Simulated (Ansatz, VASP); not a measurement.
Two plane-wave programs on AlAs

Contents of INCAR:

```
SYSTEM = AlAs
PREC = Accurate
ENCUT = 520
EDIFF = 1E-7
ISMEAR = 0
SIGMA = 0.05
LREAL = Auto
LASPH = .True.
NELM = 80
ALGO = Normal
ISIF = 2
LWAVE = .False.
LCHARG = .False.
LDIPOL = .True.
IDIPOL = 3
DIPOL = 0.5 0.5 0.455
GGA = PE
IVDW = 12
NBANDS = 46
```

File KPOINTS:

```
regular mesh
0
Gamma
  2 3 1
  0 0 0
```

Contents of POSCAR:

```
AlAs
1.0
    8.0103882437      0.0000000000      0.0000000000
    0.0000000000      5.6641998470      0.0000000000
    0.0000000000      0.0000000000     24.2143911828
Al As
8 8
Direct
    0.2500000000      0.5000000000      0.3303820418
    0.7500000000      0.5000000000      0.3303820418
    0.5000000000      0.0000000000      0.4130848050
    0.0000000000      0.0000000000      0.4130848050
    0.7501039882      0.5046641387      0.5025579027
    0.2497071225      0.4948714201      0.4949999967
    0.0102118506     -0.0644831974      0.5670431864
    0.4904754274     -0.0652225864      0.5666199410
    0.5000000000      0.2500000000      0.3303820418
    0.0000000000      0.2500000000      0.3303820418
    0.7500000000      0.7500000000      0.4130848050
    0.2500000000      0.7500000000      0.4130848050
    0.0001295094      0.2456560772      0.4969517811
    0.4998122968      0.2462222076      0.4969009292
    0.2510857510      0.6701480906      0.5891260410
    0.7504720541      0.7265292299      0.5913458233
```

Input for Ansatz:

```yaml
crystal:
  lattice:
    - [8.0103882437, 0.0, 0.0]
    - [0.0, 5.664199847, 0.0]
    - [0.0, 0.0, 24.2143911828]
  atoms:
    - { symbol: Al, position: [0.25, 0.5, 0.3303820418] }
    - { symbol: Al, position: [0.75, 0.5, 0.3303820418] }
    - { symbol: As, position: [0.5, 0.25, 0.3303820418] }
    - { symbol: As, position: [0.0, 0.25, 0.3303820418] }
    - { symbol: Al, position: [0.5, 0.0, 0.413084805] }
    - { symbol: Al, position: [0.0, 0.0, 0.413084805] }
    - { symbol: As, position: [0.75, 0.75, 0.413084805] }
    - { symbol: As, position: [0.25, 0.75, 0.413084805] }
    - { symbol: Al, position: [0.7501039882, 0.5046641387, 0.5025579027] }
    - { symbol: Al, position: [0.2497071225, 0.4948714201, 0.4949999967] }
    - { symbol: As, position: [0.0001295094, 0.2456560772, 0.4969517811] }
    - { symbol: As, position: [0.4998122968, 0.2462222076, 0.4969009292] }
    - { symbol: Al, position: [0.0102118506, -0.0644831974, 0.5670431864] }
    - { symbol: Al, position: [0.4904754274, -0.0652225864, 0.566619941] }
    - { symbol: As, position: [0.251085751, 0.6701480906, 0.589126041] }
    - { symbol: As, position: [0.7504720541, 0.7265292299, 0.5913458233] }
basis:
  ecutwfc: 420
kpoints:
  mp_grid: { grid: [2, 3, 1] }
hamiltonian:
  xc: pbe
  dispersion: d3bj
scf:
  occupations: { method: gaussian, width: 0.05 }
output:
  forces: true
  eigenvalues: true
  write_density: true
  volumetric_format: npy
efield:
  axis: 3
  dipole_correction: true
  ramp_width: 0.04
```

Alike in both runs: task single point; functional PBE; dispersion D3(BJ); k mesh 2 × 3 × 1; occupations gaussian, width 0.05 eV; no spin polarisation.

```csv
,VASP,Ansatz
version,VASP 6.6.1,Ansatz 0.2.0
potentials or method,"VASP PAW PBE potentials, release 64 (Al, As), cutoff 520 eV","scalar-relativistic, plane waves, PAW"
valence electrons in the cell,64,144
```

```tsv
	VASP	Ansatz	Ansatz less VASP
gap on the k mesh at the Fermi level (eV)	0.98	0.99	+0.005
least direct gap on the mesh (eV)	0.98	0.99	+0.005
rms of the force components (eV/Å)	0.496	0.499	+0.0025
```

VASP's potentials hold 64 valence electrons a cell and Ansatz's 144, so a difference there can come from the potentials and not from the codes.
